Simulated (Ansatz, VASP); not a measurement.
Two plane-wave programs on Zn

File INCAR:

```
ALGO = Normal
EDIFF = 1E-7
ENCUT = 520
GGA = PE
ISIF = 2
ISMEAR = 0
LASPH = True
LCHARG = False
LREAL = False
LWAVE = False
NBANDS = 19
NELM = 100
PREC = Accurate
SIGMA = 0.1
```

Contents of KPOINTS:

```
k-points
0
Gamma
  8 8 6
```

The input POSCAR:

```
Zn
1.0
    1.3670208819     -3.8323723345      0.0000000000
    1.3670208819      3.8323723345      0.0000000000
    0.0000000000      0.0000000000      2.9885904798
Zn
2
Direct
    0.8670000000      0.1330000000      0.2500000000
    0.1330000000      0.8670000000      0.7500000000
```

Input for Ansatz:

```yaml
crystal:
  lattice:
    - [1.3670208819, -3.8323723345, 0.0]
    - [1.3670208819, 3.8323723345, 0.0]
    - [0.0, 0.0, 2.9885904798]
  atoms:
    - { symbol: Zn, position: [0.867, 0.133, 0.25] }
    - { symbol: Zn, position: [0.133, 0.867, 0.75] }
basis:
  ecutwfc: 420
kpoints:
  mp_grid: { grid: [8, 8, 6] }
hamiltonian:
  xc: pbe
scf:
  occupations: { method: gaussian, width: 0.1 }
  lower_state_search: "off"
output:
  forces: true
  stress: true
  eigenvalues: true
```

Alike in both runs: task single point; functional PBE; k mesh 8 × 8 × 6; occupations gaussian, width 0.1 eV; no spin polarisation.

|  | VASP | Ansatz |
| --- | --- | --- |
| version | VASP 6.6.1 | Ansatz 0.2.0 |
| potentials or method | VASP PAW PBE potentials, release 64 (Zn), cutoff 520 eV | scalar-relativistic, plane waves, PAW |
| valence electrons in the cell | 24 | 24 |

```tsv
	VASP	Ansatz	Ansatz less VASP
gap on the k mesh at the Fermi level (eV)	none	none	-
pressure (GPa)	3.5	3.2	-0.31
traceless stress, the component that is largest in VASP (GPa)	0.84	0.79	-0.053
rms of the force components (eV/Å)	0.208	0.207	-0.0015
```

Atom by atom the forces differ by 0.001 eV/Å (rms over components). A gap of «none» marks a metal or a gap that the smearing closes.
